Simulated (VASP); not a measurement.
**Al6H: single point with PBE**

Slab: Al6H, a slab with vacuum.

```xyz
14
Lattice="5.7143 0.0000 0.0000 -2.8572 4.9487 0.0000 0.0000 0.0000 22.6016" Properties=species:S:1:pos:R:3 pbc="T T T"
Al    1.4286    0.8248    4.0000
Al    0.0000    3.2992    4.0000
Al    4.2857    0.8248    4.0000
Al    2.8572    3.2992    4.0000
Al    0.0000    1.6496    6.3009
Al   -1.4286    4.1239    6.3009
Al    2.8572    1.6496    6.3009
Al    1.4286    4.1239    6.3009
Al    0.0000    0.0000    8.6016
Al   -1.4286    2.4744    8.6016
Al    2.8572    0.0000    8.6016
Al    1.4286    2.4744    8.6016
H    -0.3750    0.0000   11.6016
H     0.3750    0.0000   11.6016
```

| Item | Value |
| --- | --- |
| Program | VASP 6.6.1 |
| Task | single point |
| Functional | PBE |
| Potentials or basis | VASP PAW PBE potentials, release 64 (Al, H) |
| Cutoff | 520 eV |
| k mesh | 6 × 6 × 1 |
| Occupations | gaussian, width 0.1 eV |
| Spin | no spin polarisation |
| Dipole correction | yes |
| Further INCAR settings | ALGO = Normal; EDIFF = 1e-07; NBANDS = 32 |

| Quantity | Value |
| --- | --- |
| Largest force | 0.088 eV/Å |
| Band gap on the k mesh | zero (band 19 reaches 0.07 eV, above the bottom of band 20 at -0.94 eV) |

Forces in eV/Å, atoms in the order of the input:
```
Al  -0.006 -0.002 -0.002
Al   0.000 -0.001  0.005
Al   0.006 -0.002 -0.002
Al   0.000  0.006 -0.003
Al   0.000 -0.011 -0.007
Al  -0.012  0.004 -0.007
Al   0.000  0.002 -0.001
Al   0.012  0.004 -0.007
Al   0.000 -0.001 -0.068
Al  -0.007 -0.003 -0.006
Al   0.000  0.007 -0.004
Al   0.007 -0.003 -0.006
H   -0.069  0.001  0.054
H    0.069  0.001  0.054
```

Levels at points of the mesh, in eV from the Fermi level:
| k point | band 16 | band 17 | band 18 | band 19 | band 20 | band 21 | band 22 | band 23 |
| --- | --- | --- | --- | --- | --- | --- | --- | --- |
| (0.00, 0.00, 0.00) | -2.73 | -2.73 | -0.39 | -0.39 | -0.38 | -0.16 | -0.16 | -0.15 |
| (0.50, 0.00, 0.00) | -0.49 | -0.49 | -0.22 | -0.21 | 0.94 | 0.94 | 1.29 | 1.32 |
| (0.00, 0.50, 0.00) | -0.49 | -0.49 | -0.22 | -0.21 | 0.94 | 0.94 | 1.28 | 1.32 |

Wall time 12 min on 1 thread of Intel Xeon 6975P-C, on a shared host, peak memory 0.73 GiB.
